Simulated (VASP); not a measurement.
# K (Im-3m) in VASP: settings compared, part 2 of 2

VASP 6.6.1.

**4. Single point, PBE+D3(BJ)**

This run uses another cell than the first one, of 69.21 Å³/atom, 1.080 times its volume.

Contents of INCAR:

```
PREC     = Accurate       # precision mode
ENCUT    = 520            # plane-wave cutoff, eV
EDIFF    = 1E-6           # SCF threshold, eV
ISMEAR   = -1             # smearing method
SIGMA    = 0.05           # smearing width, eV
LREAL    = False          # projectors in reciprocal space
LASPH    = True           # aspherical terms in the spheres
NELM     = 80             # most SCF steps
ALGO     = Fast           # electronic algorithm
ISIF     = 2              # what is computed and relaxed
LWAVE    = False          # write WAVECAR
LCHARG   = True           # write CHGCAR
GGA      = PE             # functional
IVDW     = 12             # dispersion correction
LELF     = True           # ELF
LVHAR    = True         
NBANDS   = 10             # bands
```

Contents of KPOINTS:

```
regular mesh
0
Gamma
  7 7 7
```

Contents of POSCAR:

```
K
1.0
   -2.5864822227      2.5864822227      2.5864822227
    2.5864822227     -2.5864822227      2.5864822227
    2.5864822227      2.5864822227     -2.5864822227
K
1
Direct
    0.0000000000      0.0000000000      0.0000000000
```

Potentials or basis: VASP PAW PBE potentials, release 64 (K_sv).

Run with:

```
cat potpaw_PBE.64/K_sv/POTCAR > POTCAR
mpirun -np 1 vasp_std > vasp.out
```

OUTCAR:

```text
PREC = Accurate
   ENCUT = 520
   EDIFF = 1E-6
   ISMEAR = -1
   LREAL = False
   LASPH = True
   NELM = 80
   ISIF = 2
   GGA = PE
   IVDW = 12
 IVDW          = 12

 ion  position               nearest neighbor table
   1  0.000  0.000  0.000-

  LATTYP: Found a body centered cubic cell.
 ALAT       =     5.1729644454

  Lattice vectors:

 A1 = (  -2.5864822227,   2.5864822227,   2.5864822227)
 A2 = (   2.5864822227,  -2.5864822227,   2.5864822227)
 A3 = (   2.5864822227,   2.5864822227,  -2.5864822227)

Analysis of symmetry for initial positions (statically):
=====================================================================
 Subroutine PRICEL returns:
 Original cell was already a primitive cell.

 Routine SETGRP: Setting up the symmetry group for a
 body centered cubic supercell.

 Subroutine GETGRP returns: Found 48 space group operations
 (whereof 48 operations were pure point group operations)
 out of a pool of 48 trial point group operations.

The static configuration has the point symmetry O_h .

Analysis of symmetry for dynamics (positions and initial velocities):
=====================================================================
 Subroutine PRICEL returns:
 Original cell was already a primitive cell.

 Routine SETGRP: Setting up the symmetry group for a
 body centered cubic supercell.

 Subroutine GETGRP returns: Found 48 space group operations
 (whereof 48 operations were pure point group operations)
 out of a pool of 48 trial point group operations.

The dynamic configuration has the point symmetry O_h .

 Subroutine INISYM returns: Found 48 space group operations
 (whereof 48 operations are pure point group operations),
 and found     1 'primitive' translations

----------------------------------------------------------------------------------------

                                     Primitive cell

  volume of cell :      69.2131

  direct lattice vectors                    reciprocal lattice vectors
    -2.586482223  2.586482223  2.586482223     0.000000000  0.193312753  0.193312753
     2.586482223 -2.586482223  2.586482223     0.193312753  0.000000000  0.193312753
     2.586482223  2.586482223 -2.586482223     0.193312753  0.193312753  0.000000000

  length of vectors
     4.479918623  4.479918623  4.479918623     0.273385518  0.273385518  0.273385518

  position of ions in fractional coordinates (direct lattice)
     0.000000000  0.000000000  0.000000000

  ion indices of the primitive-cell ions
   primitive index   ion index
                 1           1

----------------------------------------------------------------------------------------

 KPOINTS: regular mesh

Automatic generation of k-mesh.
 Grid dimensions read from file:
 generate k-points for:    7    7    7

 Generating k-lattice:

  Cartesian coordinates                     Fractional coordinates (reciprocal lattice)
     0.000000000  0.027616108  0.027616108     0.142857143  0.000000000  0.000000000
     0.027616108  0.000000000  0.027616108     0.000000000  0.142857143  0.000000000
     0.027616108  0.027616108  0.000000000     0.000000000  0.000000000  0.142857143

  Length of vectors
     0.039055074  0.039055074  0.039055074

  Shift w.r.t. Gamma in fractional coordinates (k-lattice)
     0.000000000  0.000000000  0.000000000

 Subroutine IBZKPT returns following result:
 ===========================================

 Found     20 irreducible k-points:

 Following reciprocal coordinates:
            Coordinates               Weight
  0.000000  0.000000  0.000000      1.000000
  0.142857  0.000000  0.000000     12.000000
  0.285714  0.000000  0.000000     12.000000
  0.428571  0.000000  0.000000     12.000000
  0.142857  0.142857  0.000000     24.000000
  0.285714  0.142857  0.000000     48.000000
[... 12 lines left out ...]
 -0.428571 -0.428571  0.285714      8.000000
 -0.428571  0.428571  0.428571      6.000000
   k-points           NKPTS =     20   k-points in BZ     NKDIM =     20   number of bands    NBANDS=     10
   number of dos      NEDOS =    301   number of ions     NIONS =      1
   total plane-waves  NPLWV =  46656
   dimension x,y,z NGX =    36 NGY =   36 NGZ =   36
   dimension x,y,z NGXF=    72 NGYF=   72 NGZF=   72
   ions per type =               1
   NGX,Y,Z   is equivalent  to a cutoff of  13.36, 13.36, 13.36 a.u.
   NGXF,Y,Z  is equivalent  to a cutoff of  26.72, 26.72, 26.72 a.u.
 SYSTEM =  unknown system
   PREC   = accura    normal or accurate (medium, high low for compatibility)
   ISTART =      0    job   : 0-new  1-cont  2-samecut
   ICHARG =      2    charge: 1-file 2-atom 10-const
   ISPIN  =      1    spin polarized calculation?
   LNONCOLLINEAR =      F non collinear calculations
   LSORBIT =      F    spin-orbit coupling
   LASPH  =      T    aspherical Exc in radial PAW
   ENCUT  =  520.0 eV  38.22 Ry    6.18 a.u.   8.33  8.33  8.33*2*pi/ulx,y,z
   NELM   =     80;   NELMIN=  2; NELMDL= -5     # of ELM steps
   EDIFF  = 0.1E-05   stopping-criterion for ELM
   LREAL  =      F    real-space projection
[... 7 lines left out ...]
   TEBEG  =    0.0;   TEEND  =   0.0 temperature during run
   PSTRESS=    0.0 pullay stress
   NELECT =       9.0000    total number of electrons
   NUPDOWN=      -1.0000    fix difference up-down
   EMIN   =  10.00;   EMAX   =-10.00  energy-range for DOS
   EFERMI =   0.00;   METHOD = LEGACY
   ISMEAR =    -1;   SIGMA  =   0.05  broadening in eV -4-tet -1-fermi 0-gaus
   EFERMI_NEDOS =   21; number of points for ismear=-14 and -15
   IALGO  =     68    algorithm
   IMIX   =      4    mixing-type and parameters
     AMIX     =   0.40;   BMIX     =  1.00
     AMIX_MAG =   1.60;   BMIX_MAG =  1.00
  volume/ion in A,a.u.               =      69.21       467.07
  Fermi-wavevector in a.u.,A,eV,Ry     =   0.829391  1.567322  9.359312  0.687890
  Thomas-Fermi vector in A             =   1.941930
   LORBIT       =      0    0 simple, 1 ext, 2 COOP (PROOUT), +10 PAW based schemes
   GGA     = PE    functional components
   LHFCALC =     F    Hartree Fock is set to
   AEXX    =    0.0000 exact exchange contribution
   IVDW    =    12    specifies the selected vdW correction
   LEPSILON=     F    determine dielectric tensor
   LRPA    =     F    only Hartree local field effects (RPA)
 non-spin polarized calculation
 RMM-DIIS sequential band-by-band and
  energy-cutoff  :      520.00
  volume of cell :       69.21
 maximum number of plane-waves:      1894
 NGX is ok and might be reduce to    36
   NGX = 17   NGY = 17   NGZ = 17

 number of electron       8.9999998 magnetization

 Free energy of the ion-electron system (eV)
  ---------------------------------------------------
  ext. energy  EPLUGINS =         0.00000000
  ---------------------------------------------------
  free energy    TOTEN  =        -1.04890710 eV

  energy without entropy =       -1.04211337  energy(sigma->0) =       -1.04551024

 E-fermi :   0.0074     XC(G=0):  -5.7999

 val. band max:       -0.0599876031   @ k =  -0.2857   0.4286   0.1429
 cond. band min:       0.1454796367   @ k =  -0.4286   0.4286   0.1429
 fundamental gap:      0.2054672398
 Fermi energy:         0.0074096377

 k-point     1 :       0.0000    0.0000    0.0000
  band No.  band energies     occupation
      1     -32.0809      2.00000
      2     -15.5254      2.00000
      3     -15.5254      2.00000
      4     -15.5254      2.00000
      5      -2.2257      2.00000
      6       4.3713      0.00000
      7       4.3713      0.00000
      8       4.3713      0.00000
      9       5.3181      0.00000
     10       5.3181      0.00000

 k-point     2 :       0.1429    0.0000    0.0000
  band No.  band energies     occupation
      1     -32.0799      2.00000
      2     -15.5415      2.00000
      3     -15.5307      2.00000
      4     -15.5254      2.00000
      5      -1.9609      2.00000
      6       3.9137      0.00000
      7       4.0665      0.00000
      8       4.5886      0.00000
      9       5.0656      0.00000
     10       5.2686      0.00000
[... 222 lines left out ...]
 k-point    20 :      -0.4286    0.4286    0.4286
  band No.  band energies     occupation
      1     -32.0715      2.00000
      2     -15.5849      2.00000
      3     -15.5823      2.00000
      4     -15.5823      2.00000
      5       1.3708      0.00000
      6       1.7609      0.00000
      7       3.6229      0.00000
      8       3.6229      0.00000
      9       3.6303      0.00000
     10       6.4320      0.00000

------------------------ aborting loop because EDIFF is reached ----------------------------------------

 Edisp (eV)   -0.12071

 E8    (eV) :    -0.0650

  FORCE on cell =-STRESS in cart. coord.  units (eV):
  Direction    XX          YY          ZZ          XY          YZ          ZX
  --------------------------------------------------------------------------------------
  -------------------------------------------------------------------------------------
  Total      -0.01452    -0.01452    -0.01452     0.00000     0.00000    -0.00000
  in kB      -0.33613    -0.33613    -0.33613     0.00000     0.00000    -0.00000
  external pressure =       -0.34 kB  Pullay stress =        0.00 kB

 VOLUME and BASIS-vectors are now :
 -----------------------------------------------------------------------------
  energy-cutoff  :      520.00
  volume of cell :       69.21
      direct lattice vectors                 reciprocal lattice vectors
    -2.586482223  2.586482223  2.586482223     0.000000000  0.193312753  0.193312753
     2.586482223 -2.586482223  2.586482223     0.193312753  0.000000000  0.193312753
     2.586482223  2.586482223 -2.586482223     0.193312753  0.193312753  0.000000000

 POSITION                                       TOTAL-FORCE (eV/Angst)
 -----------------------------------------------------------------------------------
      0.00000      0.00000      0.00000         0.000000     -0.000000      0.000000
 -----------------------------------------------------------------------------------
    total drift:                               -0.000000      0.000000      0.000000

  FREE ENERGIE OF THE ION-ELECTRON SYSTEM (eV)
  ---------------------------------------------------
  free  energy   TOTEN  =        -1.1696203679 eV

  energy  without entropy=       -1.1628266420  energy(sigma->0) =       -1.16622350
```

Wall time 15 s (1 thread of Intel Xeon Platinum 8259CL at 2.50GHz (Skylake/Cascade Lake), shared host); peak memory 0.2 GiB.

What came out:

| Quantity | Value |
| --- | --- |
| Free energy | -1.1696 eV |
| Pressure | 0.0 GPa |
| Dispersion energy per atom | -0.121 eV |

Caveat: three body term missing; pairwise dispersion overbinds metals, which lowers pressure and volume.

**5. Overview**

```tsv
level	potentials or basis	cell	gap on the mesh (eV)	pressure (GPa)
LDA	VASP PAW LDA potentials, release 64 (K_sv)	a = 4.366 Å, angles 109.5°, 1 atom	none	0.0
PBE+D3(BJ)	VASP PAW PBE potentials, release 64 (K_sv)	a = 4.476 Å, angles 109.5°, 1 atom	none	0.0
PBE+D3(BJ)	VASP PAW PBE potentials, release 64 (K_sv)	a = 4.480 Å, angles 109.5°, 1 atom	none	0.0
```

Alike in all rows: task single point; no spin polarisation; k mesh 7 × 7 × 7; cutoff (eV) 520; smearing fermi-dirac 0.05 eV.

Caveats: pairwise dispersion overbinds metals, which lowers pressure and volume (some runs); three body term missing (some runs).

Total energies depend on the potentials used, so only differences within one code and one set of settings carry meaning.
